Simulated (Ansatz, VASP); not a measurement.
GaP in VASP and in Ansatz

The input POSCAR:

```
GaP
1.0
    0.0000000000      2.7253992957      2.7253992957
    2.7253992957      0.0000000000      2.7253992957
    2.7253992957      2.7253992957      0.0000000000
Ga P
1 1
Direct
    0.0000000000      0.0000000000      0.0000000000
    0.2500000000      0.2500000000      0.2500000000
```

The input INCAR.step1:

```
SYSTEM = GaP
PREC = Accurate ; ENCUT = 520
ISMEAR = 1 ; SIGMA = 0.001
LREAL = .False. ; LASPH = .True.
NELM = 80 ; NBANDS = 16
GGA = PE ; ALGO = Normal
EDIFF = 1E-4 ; LWAVE = .True.
LCHARG = .False.
```

File INCAR.step2:

```
SYSTEM = GaP
PREC = Accurate ; ENCUT = 520
EDIFF = 1E-7 ; ISMEAR = 1
SIGMA = 0.001 ; LREAL = .False.
LASPH = .True. ; NELM = 80
ALGO = Normal ; ISIF = 2
LWAVE = .False. ; LCHARG = .True.
METAGGA = R2SCAN ; LMIXTAU = .True.
LELF = .True. ; LVHAR = .True.
NBANDS = 16 ; ISTART = 1
```

Contents of KPOINTS:

```
Automatic mesh
0
Gamma
  6 6 6
  0 0 0
```

Input for Ansatz:

```yaml
crystal:
  lattice:
    - [0.0, 2.7253992957, 2.7253992957]
    - [2.7253992957, 0.0, 2.7253992957]
    - [2.7253992957, 2.7253992957, 0.0]
  atoms:
    - { symbol: Ga, position: [0.0, 0.0, 0.0] }
    - { symbol: P, position: [0.25, 0.25, 0.25] }
kpoints:
  mp_grid: { grid: [6, 6, 6] }
hamiltonian:
  xc: r2scan
scf:
  occupations: { method: methfessel_paxton, width: 0.001 }
  n_extra_bands: 4
output:
  forces: true
  stress: true
  eigenvalues: true
```

Alike in both runs: task single point; functional r2SCAN; k mesh 6 × 6 × 6; occupations methfessel-paxton of order 1, width 0.001 eV; no spin polarisation.

```csv
,VASP,Ansatz
version,VASP 6.6.1,Ansatz 0.2.0
potentials or method,"VASP PAW PBE potentials, release 64 (Ga_d, P)",plane waves
plane-wave cutoff (eV),520,500
valence electrons in the cell,18,18
```

VASP gave:

```
gap on the k mesh at the Fermi level (eV) : 1.91
pressure (GPa)                            : 0.0
```

Task: Estimate Ansatz's values.

Result: gap on the k mesh at the Fermi level (eV): 1.90; pressure (GPa): 0.1.

VASP's potentials were made for PBE, not for r2SCAN. The functional is the same, so the differences come from potentials, cutoffs and numerics.
